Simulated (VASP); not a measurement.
# Tc (P6_3/mmc) in VASP: notebook

Aim: see how the results for Tc move with the level of theory and the settings. Levels: PBEsol+D3(BJ), PBEsol+D4, PBEsol. Tasks: single point, relaxation of cell and atoms.

Program: VASP 6.6.1. These are calculated values, not measurements. Logs are shortened: lines on timing, memory, paths and dates and some standing lists are left out, and cuts for length are marked.

### Step 1. The cell of the first run

Symmetry: P6_3/mmc, No. 194, hexagonal system. Conventional cell: a = 2.706 Å, b = 2.706 Å, c = 4.342 Å, α = 90.00°, β = 90.00°, γ = 120.00°. Tc (site symmetry -6m2) has 12 Tc at 2.67 to 2.71 Å within 3.5 Å.

### Step 2. Single point, PBEsol+D3(BJ)

INCAR reads:

```
  ALGO = Fast
  EDIFF = 1E-7
  ENCUT = 520
  GGA = PS
  ISIF = 2
  ISMEAR = -1
  IVDW = 12
  LASPH = True
  LCHARG = False
  LREAL = False
  LWAVE = False
  NBANDS = 20
  NELM = 100
  PREC = Accurate
  SIGMA = 0.05
```

KPOINTS reads:

```
k-points
0
Gamma
  11 11 6
```

POSCAR reads:

```
Tc
1.0
    2.7057420031      0.0000000000      0.0000000000
   -1.3528710015      2.3432413107      0.0000000000
    0.0000000000      0.0000000000      4.3421047566
Tc
2
Direct
    0.6666666667      0.3333333333      0.7500000000
    0.3333333333      0.6666666667      0.2500000000
```

Potentials or basis: VASP PAW PBE potentials, release 64 (Tc_pv).

Started as:

```bash
> cat potpaw_PBE.64/Tc_pv/POTCAR > POTCAR
> mpirun -np 1 vasp_std > vasp.out
```

OUTCAR:

```text
EDIFF = 1E-7
   ENCUT = 520
   GGA = PS
   ISIF = 2
   ISMEAR = -1
   IVDW = 12
   LASPH = True
   LREAL = False
   NELM = 100
   PREC = Accurate
 IVDW          = 12

 ion  position               nearest neighbor table
   1  0.667  0.333  0.750-   2 2.67   2 2.67   2 2.67   2 2.67   2 2.67   2 2.67
   2  0.333  0.667  0.250-   1 2.67   1 2.67   1 2.67   1 2.67   1 2.67   1 2.67

  LATTYP: Found a hexagonal cell.
 ALAT       =     2.7057420031
 C/A-ratio  =     1.6047741254

  Lattice vectors:

 A1 = (   2.7057420031,   0.0000000000,   0.0000000000)
 A2 = (  -1.3528710015,   2.3432413107,   0.0000000000)
 A3 = (   0.0000000000,   0.0000000000,   4.3421047566)

Analysis of symmetry for initial positions (statically):
=====================================================================
 Subroutine PRICEL returns:
 Original cell was already a primitive cell.

 Routine SETGRP: Setting up the symmetry group for a
 hexagonal supercell.

 Subroutine GETGRP returns: Found 24 space group operations
 (whereof 12 operations were pure point group operations)
 out of a pool of 24 trial point group operations.

The static configuration has the point symmetry D_3d.
 The point group associated with its full space group is D_6h.

Analysis of symmetry for dynamics (positions and initial velocities):
=====================================================================
 Subroutine PRICEL returns:
 Original cell was already a primitive cell.

 Routine SETGRP: Setting up the symmetry group for a
 hexagonal supercell.

 Subroutine GETGRP returns: Found 24 space group operations
 (whereof 12 operations were pure point group operations)
 out of a pool of 24 trial point group operations.

The dynamic configuration has the point symmetry D_3d.
 The point group associated with its full space group is D_6h.

 Subroutine INISYM returns: Found 24 space group operations
 (whereof 12 operations are pure point group operations),
 and found     1 'primitive' translations

----------------------------------------------------------------------------------------

                                     Primitive cell

  volume of cell :      27.5298

  direct lattice vectors                    reciprocal lattice vectors
     2.705742003  0.000000000  0.000000000     0.369584387  0.213379645  0.000000000
    -1.352871002  2.343241311  0.000000000     0.000000000  0.426759291  0.000000000
     0.000000000  0.000000000  4.342104757     0.000000000  0.000000000  0.230303057

  length of vectors
     2.705742003  2.705742003  4.342104757     0.426759291  0.426759291  0.230303057

  position of ions in fractional coordinates (direct lattice)
     0.666666667  0.333333333  0.750000000
     0.333333333  0.666666667  0.250000000

  ion indices of the primitive-cell ions
   primitive index   ion index
                 1           1
                 2           2

----------------------------------------------------------------------------------------

 KPOINTS: k-points

Automatic generation of k-mesh.
 Grid dimensions read from file:
 generate k-points for:   11   11    6

 Generating k-lattice:

  Cartesian coordinates                     Fractional coordinates (reciprocal lattice)
     0.033598581  0.019398150  0.000000000     0.090909091  0.000000000  0.000000000
     0.000000000  0.038796299  0.000000000     0.000000000  0.090909091  0.000000000
     0.000000000  0.000000000  0.038383843     0.000000000  0.000000000  0.166666667

  Length of vectors
     0.038796299  0.038796299  0.038383843

  Shift w.r.t. Gamma in fractional coordinates (k-lattice)
     0.000000000  0.000000000  0.000000000

 Subroutine IBZKPT returns following result:
 ===========================================

 Found     64 irreducible k-points:

 Following reciprocal coordinates:
            Coordinates               Weight
  0.000000  0.000000  0.000000      1.000000
  0.090909  0.000000  0.000000      6.000000
  0.181818  0.000000  0.000000      6.000000
  0.272727  0.000000  0.000000      6.000000
  0.363636  0.000000  0.000000      6.000000
  0.454545  0.000000  0.000000      6.000000
[... 16 lines left out ...]
  0.090909  0.090909  0.166667     12.000000
  0.181818  0.090909  0.166667     24.000000
 [... further k-points ...]
   k-points           NKPTS =     64   k-points in BZ     NKDIM =     64   number of bands    NBANDS=     20
   number of dos      NEDOS =    301   number of ions     NIONS =      2
   total plane-waves  NPLWV =  12800
   dimension x,y,z NGX =    20 NGY =   20 NGZ =   32
   dimension x,y,z NGXF=    40 NGYF=   40 NGZF=   64
   ions per type =               2
   NGX,Y,Z   is equivalent  to a cutoff of  12.29, 12.29, 12.25 a.u.
   NGXF,Y,Z  is equivalent  to a cutoff of  24.58, 24.58, 24.50 a.u.
 SYSTEM =  unknown system
   PREC   = accura    normal or accurate (medium, high low for compatibility)
   ISTART =      0    job   : 0-new  1-cont  2-samecut
   ICHARG =      2    charge: 1-file 2-atom 10-const
   ISPIN  =      1    spin polarized calculation?
   LNONCOLLINEAR =      F non collinear calculations
   LSORBIT =      F    spin-orbit coupling
   LASPH  =      T    aspherical Exc in radial PAW
   ENCUT  =  520.0 eV  38.22 Ry    6.18 a.u.   5.03  5.03  8.07*2*pi/ulx,y,z
   NELM   =    100;   NELMIN=  2; NELMDL= -5     # of ELM steps
   EDIFF  = 0.1E-06   stopping-criterion for ELM
   LREAL  =      F    real-space projection
   EDIFFG = 0.1E-05   stopping-criterion for IOM
   NSW    =      0    number of steps for IOM
   IBRION =     -1    ionic relax: 0-MD 1-quasi-New 2-CG
   NFREE  =      0    steps in history (QN), initial steepest desc. (CG)
   ISIF   =      2    stress and relaxation
   ISYM   =      2    0-nonsym 1-usesym 2-fastsym
   POTIM  = 0.5000    time-step for ionic-motion
   TEBEG  =    0.0;   TEEND  =   0.0 temperature during run
   PSTRESS=    0.0 pullay stress
   NELECT =      26.0000    total number of electrons
   NUPDOWN=      -1.0000    fix difference up-down
   EMIN   =  10.00;   EMAX   =-10.00  energy-range for DOS
   EFERMI =   0.00;   METHOD = LEGACY
   ISMEAR =    -1;   SIGMA  =   0.05  broadening in eV -4-tet -1-fermi 0-gaus
   EFERMI_NEDOS =   21; number of points for ismear=-14 and -15
   IALGO  =     68    algorithm
   IMIX   =      4    mixing-type and parameters
     AMIX     =   0.40;   BMIX     =  1.00
     AMIX_MAG =   1.60;   BMIX_MAG =  1.00
  volume/ion in A,a.u.               =      13.76        92.89
  Fermi-wavevector in a.u.,A,eV,Ry     =   1.606194  3.035267 35.101123  2.579860
  Thomas-Fermi vector in A             =   2.702420
   LORBIT       =      0    0 simple, 1 ext, 2 COOP (PROOUT), +10 PAW based schemes
   GGA     = PS    functional components
   LHFCALC =     F    Hartree Fock is set to
   AEXX    =    0.0000 exact exchange contribution
   IVDW    =    12    specifies the selected vdW correction
   LEPSILON=     F    determine dielectric tensor
   LRPA    =     F    only Hartree local field effects (RPA)
 non-spin polarized calculation
 RMM-DIIS sequential band-by-band and
  energy-cutoff  :      520.00
  volume of cell :       27.53
 maximum number of plane-waves:       764
 NGX is ok and might be reduce to    20
   NGX =  9   NGY =  9   NGZ = 17

 number of electron      26.0000008 magnetization

 Free energy of the ion-electron system (eV)
  ---------------------------------------------------
  ext. energy  EPLUGINS =         0.00000000
  ---------------------------------------------------
  free energy    TOTEN  =       -22.53474810 eV

  energy without entropy =      -22.51843736  energy(sigma->0) =      -22.52659273

 E-fermi :  13.1730     XC(G=0): -14.1715

 val. band max:       13.1720979904   @ k =   0.3636   0.2727   0.5000
 cond. band min:      13.2094566902   @ k =   0.3636   0.0000   0.1667
 fundamental gap:      0.0373586998
 Fermi energy:        13.1729671980

 k-point     1 :       0.0000    0.0000    0.0000
  band No.  band energies     occupation
      1     -26.3132      2.00000
      2     -25.0541      2.00000
      3     -25.0541      2.00000
      4     -24.8442      2.00000
      5     -24.8442      2.00000
      6     -24.7973      2.00000
[... 12 lines left out ...]
     19      24.7427      0.00000
     20      27.4943      0.00000

 k-point     2 :       0.0909    0.0000    0.0000
  band No.  band energies     occupation
      1     -26.2752      2.00000
      2     -25.1411      2.00000
      3     -25.0822      2.00000
      4     -24.9341      2.00000
      5     -24.8562      2.00000
      6     -24.8133      2.00000
[... 12 lines left out ...]
     19      24.7022      0.00000
     20      28.1497      0.00000

 k-point     3 :       0.1818    0.0000    0.0000
  band No.  band energies     occupation
      1     -26.1670      2.00000
      2     -25.3736      2.00000
      3     -25.1679      2.00000
      4     -25.1546      2.00000
      5     -24.8906      2.00000
      6     -24.8621      2.00000
[... 12 lines left out ...]
     19      24.4994      0.00000
     20      29.3865      0.00000

 k-point     4 :       0.2727    0.0000    0.0000
  band No.  band energies     occupation
      1     -26.0068      2.00000
      2     -25.6761      2.00000
      3     -25.4592      2.00000
      4     -25.2448      2.00000
      5     -24.9440      2.00000
      6     -24.9390      2.00000
[... 12 lines left out ...]
     19      24.1550      0.00000
     20      27.8484      0.00000

 k-point     5 :       0.3636    0.0000    0.0000
  band No.  band energies     occupation
      1     -25.9508      2.00000
      2     -25.8260      2.00000
      3     -25.7146      2.00000
      4     -25.3242      2.00000
      5     -25.0523      2.00000
      6     -24.9855      2.00000
[... 12 lines left out ...]
     19      24.4309      0.00000
     20      25.2451      0.00000

 k-point     6 :       0.4545    0.0000    0.0000
  band No.  band energies     occupation
      1     -26.1122      2.00000
      2     -25.8617      2.00000
      3     -25.6825      2.00000
      4     -25.3703      2.00000
      5     -25.1525      2.00000
      6     -25.0137      2.00000
[... 12 lines left out ...]
     19      24.9496      0.00000
     20      25.8033      0.00000

 k-point     7 :       0.0909    0.0909    0.0000
  band No.  band energies     occupation
      1     -26.2020      2.00000
      2     -25.2817      2.00000
      3     -25.1860      2.00000
      4     -25.0480      2.00000
      5     -24.8930      2.00000
      6     -24.8458      2.00000
[... 12 lines left out ...]
     19      24.5784      0.00000
     20      29.1757      0.00000
[... 277 lines left out ...]
 k-point    20 :       0.2727    0.0000    0.1667
  band No.  band energies     occupation
      1     -26.0084      2.00000
      2     -25.6113      2.00000
      3     -25.5050      2.00000
      4     -25.2247      2.00000
      5     -24.9626      2.00000
      6     -24.9599      2.00000
[... 12 lines left out ...]
     19      25.6339      0.00000
     20      28.1750      0.00000

 k-point    21 :       0.3636    0.0000    0.1667
  band No.  band energies     occupation
      1     -26.0548      2.00000
      2     -25.8056      2.00000
      3     -25.6321      2.00000
      4     -25.3021      2.00000
      5     -25.0472      2.00000
      6     -25.0087      2.00000
[... 12 lines left out ...]
     19      25.2746      0.00000
     20      26.4328      0.00000

 k-point    22 :       0.4545    0.0000    0.1667
  band No.  band energies     occupation
      1     -26.1727      2.00000
      2     -25.9388      2.00000
      3     -25.5644      2.00000
      4     -25.3470      2.00000
      5     -25.1260      2.00000
      6     -25.0382      2.00000
[... 12 lines left out ...]
     19      24.8025      0.00000
     20      25.9399      0.00000

 k-point    23 :       0.0909    0.0909    0.1667
  band No.  band energies     occupation
      1     -26.1281      2.00000
      2     -25.2563      2.00000
      3     -25.2009      2.00000
      4     -25.0867      2.00000
      5     -24.9099      2.00000
      6     -24.8839      2.00000
[... 12 lines left out ...]
     19      25.8108      0.00000
     20      28.6695      0.00000

 k-point    24 :       0.1818    0.0909    0.1667
  band No.  band energies     occupation
      1     -26.0330      2.00000
      2     -25.4920      2.00000
      3     -25.4266      2.00000
      4     -25.1896      2.00000
      5     -24.9752      2.00000
      6     -24.9278      2.00000
[... 12 lines left out ...]
     19      25.7417      0.00000
     20      29.1623      0.00000

 [... further k-points ...]

------------------------ aborting loop because EDIFF is reached ----------------------------------------

 Edisp (eV)   -1.28280

 E8    (eV) :    -0.8838

  FORCE on cell =-STRESS in cart. coord.  units (eV):
  Direction    XX          YY          ZZ          XY          YZ          ZX
  --------------------------------------------------------------------------------------
  -------------------------------------------------------------------------------------
  Total      -0.42504    -0.42504    -0.42405    -0.00000     0.00000     0.00000
  in kB     -24.73623   -24.73623   -24.67870    -0.00000     0.00000     0.00000
  external pressure =      -24.72 kB  Pullay stress =        0.00 kB

 VOLUME and BASIS-vectors are now :
 -----------------------------------------------------------------------------
  energy-cutoff  :      520.00
  volume of cell :       27.53
      direct lattice vectors                 reciprocal lattice vectors
     2.705742003  0.000000000  0.000000000     0.369584387  0.213379645  0.000000000
    -1.352871002  2.343241311  0.000000000     0.000000000  0.426759291  0.000000000
     0.000000000  0.000000000  4.342104757     0.000000000  0.000000000  0.230303057

 POSITION                                       TOTAL-FORCE (eV/Angst)
 -----------------------------------------------------------------------------------
      1.35287      0.78108      3.25658         0.000000     -0.000000      0.000000
     -0.00000      1.56216      1.08553        -0.000000      0.000000      0.000000
 -----------------------------------------------------------------------------------
    total drift:                               -0.000000      0.000000     -0.000000

  FREE ENERGIE OF THE ION-ELECTRON SYSTEM (eV)
  ---------------------------------------------------
  free  energy   TOTEN  =       -23.8175500707 eV

  energy  without entropy=      -23.8012393284  energy(sigma->0) =      -23.80939470
```

Wall time 45 s (1 thread of Intel Xeon 8259CL, shared host); peak memory 0.16 GiB.

Results:

```
Free energy                : -23.8176 eV
Pressure                   : -2.5 GPa
Band gap on the k mesh     : zero (band 13 reaches 14.69 eV, above the bottom of band 14 at 11.39 eV)
Dispersion energy per atom : -0.641 eV
```

Caveat: three body term missing; the PAW data sets were made with another functional, which shifts forces and pressure a little; pairwise dispersion overbinds metals, which lowers pressure and volume.

### Step 3. Single point, PBEsol+D4

This run uses another cell than the first one, of 13.84 Å³/atom, 1.006 times its volume.

INCAR reads:

```
PREC = Accurate ; ENCUT = 520
EDIFF = 1E-7 ; ISMEAR = -1
SIGMA = 0.05 ; LREAL = False
LASPH = True ; NELM = 80
ALGO = Normal ; ISIF = 2
LWAVE = False ; LCHARG = False
GGA = PS ; IVDW = 13
NBANDS = 20
```

KPOINTS reads:

```
regular mesh
0
Gamma
  11 11 6
```

POSCAR reads:

```
Tc
1.0
    2.7107699108      0.0000000000      0.0000000000
   -1.3553849554      2.3475956066      0.0000000000
    0.0000000000      0.0000000000      4.3502499491
Tc
2
Direct
    0.6666666667      0.3333333333      0.7500000000
    0.3333333333      0.6666666667      0.2500000000
```

Potentials or basis: VASP PAW PBE potentials, release 64 (Tc_pv).

Started as:

```bash
> cat potpaw_PBE.64/Tc_pv/POTCAR > POTCAR
> mpirun -np 1 vasp_std > vasp.out
```

It took 30 s on 1 thread of Intel Xeon 8259CL, shared host; peak memory 0.15 GiB.

It converged, with:

```yaml
Free_energy: -23.2645 eV
Pressure: -0.7 GPa
Band_gap_on_the_k_mesh: zero (band 13 reaches 14.59 eV, above the bottom of band 14 at 11.31 eV)
Dispersion_energy_per_atom: -0.363 eV
```

Levels at points of the mesh, in eV from the Fermi level:
```
           k point  band 9  band 10  band 11  band 12  band 13  band 14  band 15  band 16  band 17  band 18
(0.00, 0.00, 0.00)   -1.63    -1.63    -1.56    -0.87    -0.87    -0.12    -0.12     1.74     2.68     2.68
(0.00, 0.00, 0.50)   -1.95    -1.95    -1.76    -1.76    -1.76    -1.76     1.98     1.98     1.98     1.98
```

Caveat: the PAW data sets were made with another functional, which shifts forces and pressure a little; pairwise dispersion overbinds metals, which lowers pressure and volume.

(Part 1 of 2 ends here.)
